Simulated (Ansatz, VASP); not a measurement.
Two plane-wave programs on N

Contents of INCAR:

```
  PREC = Accurate
  ENCUT = 520
  EDIFF = 1E-6
  ISMEAR = 0
  SIGMA = 0.05
  LREAL = False
  LASPH = True
  NELM = 60
  ALGO = Normal
  ISIF = 2
  LWAVE = False
  LCHARG = False
  GGA = PE
  IVDW = 12
  NBANDS = 30
```

The input KPOINTS:

```
Automatic mesh
0
Gamma
  7 7 2
```

Contents of POSCAR:

```
N
1.0
   -3.8165516810      0.0000000000      0.0000000000
   -1.9082758405     -3.3052307106      0.0000000000
   -0.9543287478     -0.5509819595     14.8290392674
N
8
Direct
    0.1812760168      0.1812760168      0.9121614671
    0.2646260168      0.2646260168      0.4121614671
    0.1936656499      0.1936656499      0.8378385329
    0.2770156499      0.2770156499      0.3378385329
    0.6396343501      0.6396343501      0.1621614671
    0.5562843501      0.5562843501      0.6621614671
    0.6520239832      0.6520239832      0.0878385329
    0.5686739832      0.5686739832      0.5878385329
```

Input for Ansatz:

```yaml
crystal:
  lattice:
    - [-3.816551681, 0.0, 0.0]
    - [-1.9082758405, -3.3052307106, 0.0]
    - [-0.9543287478, -0.5509819595, 14.8290392674]
  atoms:
    - { symbol: "N", position: [0.1812760168, 0.1812760168, 0.9121614671] }
    - { symbol: "N", position: [0.2646260168, 0.2646260168, 0.4121614671] }
    - { symbol: "N", position: [0.1936656499, 0.1936656499, 0.8378385329] }
    - { symbol: "N", position: [0.2770156499, 0.2770156499, 0.3378385329] }
    - { symbol: "N", position: [0.6396343501, 0.6396343501, 0.1621614671] }
    - { symbol: "N", position: [0.5562843501, 0.5562843501, 0.6621614671] }
    - { symbol: "N", position: [0.6520239832, 0.6520239832, 0.0878385329] }
    - { symbol: "N", position: [0.5686739832, 0.5686739832, 0.5878385329] }
basis:
  ecutwfc: 420
kpoints:
  mp_grid: { grid: [7, 7, 2] }
hamiltonian:
  xc: pbe
  dispersion: d3bj
scf:
  occupations: { method: gaussian, width: 0.05 }
output:
  forces: true
  stress: true
  eigenvalues: true
```

Alike in both runs: task single point; functional PBE; dispersion D3(BJ); k mesh 7 × 7 × 2; occupations gaussian, width 0.05 eV; no spin polarisation.

```csv
,VASP,Ansatz
version,VASP 6.6.1,Ansatz 0.2.0
potentials or method,"VASP PAW PBE potentials, release 64 (N), cutoff 520 eV","scalar-relativistic, plane waves, PAW"
valence electrons in the cell,40,40
```

Ansatz gave:

| Property | Result |
| --- | --- |
| gap on the k mesh at the Fermi level (eV) | 7.04 |
| least direct gap on the mesh (eV) | 7.07 |
| pressure (GPa) | 0.0 |
| traceless stress, the component that is largest in VASP (GPa) | 0.08 |
| rms of the force components (eV/Å) | 0.009 |

Problem. Estimate VASP's values.

Solution. gap on the k mesh at the Fermi level (eV): 7.00; least direct gap on the mesh (eV): 7.02; pressure (GPa): 2.0; traceless stress, the component that is largest in VASP (GPa): 4.39; rms of the force components (eV/Å): 1.001.

Atom by atom the forces differ by 1.006 eV/Å (rms over components).

Noted on VASP's run: the standard files for N, O and F lose accuracy on very short bonds.
